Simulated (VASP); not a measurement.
Runs of VASP 6.6.1 on LiF. The structure is that of space group Fm-3m (No. 225), or close to it. The cells are those of the table. 

```tsv
cell	gap on the mesh (eV)
a = 2.867 Å, angles 60.0°, 2 atoms	8.91
a = 2.773 Å, angles 60.0°, 2 atoms	9.84
a = 2.912 Å, angles 60.0°, 2 atoms	(b)
a = 2.724 Å, angles 60.0°, 2 atoms	10.39
a = 2.821 Å, angles 60.0°, 2 atoms	(a)
```

Alike in all rows: task single point; level PBE; potentials or basis VASP PAW PBE potentials, release 64 (Li_sv, F); no spin polarisation; k mesh 6 × 6 × 6; cutoff (eV) 520; smearing gaussian 0.01 eV.

Fill in the values left out.

(a) 9.35; (b) 8.52.

Caveats: all runs use coarse meshes.

